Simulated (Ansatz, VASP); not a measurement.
BN in VASP and in Ansatz

```
B N
1.0
     2.68154    0.00000    0.00000
    -1.34077    2.17036    0.00000
     0.00000    0.00000    6.59240
B N
2 2
Direct
  0.96542 0.00000 0.50000
  0.36797 0.66667 0.00000
  0.03447 0.00000 0.00000
  0.63215 0.33333 0.50000
```

Change from the starting cell: mode 4 frozen in at -0.087 Å, normal strain along x +0.0700.

Alike in both runs: task single point; functional PBE; dispersion D3(BJ); k mesh 12 × 12 × 4; occupations methfessel-paxton of order 1, width 0.05 eV; no spin polarisation.

|  | VASP | Ansatz |
| --- | --- | --- |
| version | VASP 6.6.1 | Ansatz 0.2.0 |
| potentials or method | VASP PAW PBE potentials, release 64 (B, N), cutoff 520 eV | scalar-relativistic, plane waves, PAW |
| valence electrons in the cell | 16 | 16 |

```csv
,VASP,Ansatz,Ansatz less VASP
gap on the k mesh at the Fermi level (eV),3.79,3.80,+0.006
least direct gap on the mesh (eV),4.14,4.15,+0.003
pressure (GPa),-20.1,-20.1,-0.02
"traceless stress, the component that is largest in VASP (GPa)",-31.11,-31.12,-0.014
rms of the force components (eV/Å),0.270,0.268,-0.0021
```

Atom by atom the forces differ by 0.002 eV/Å (rms over components).
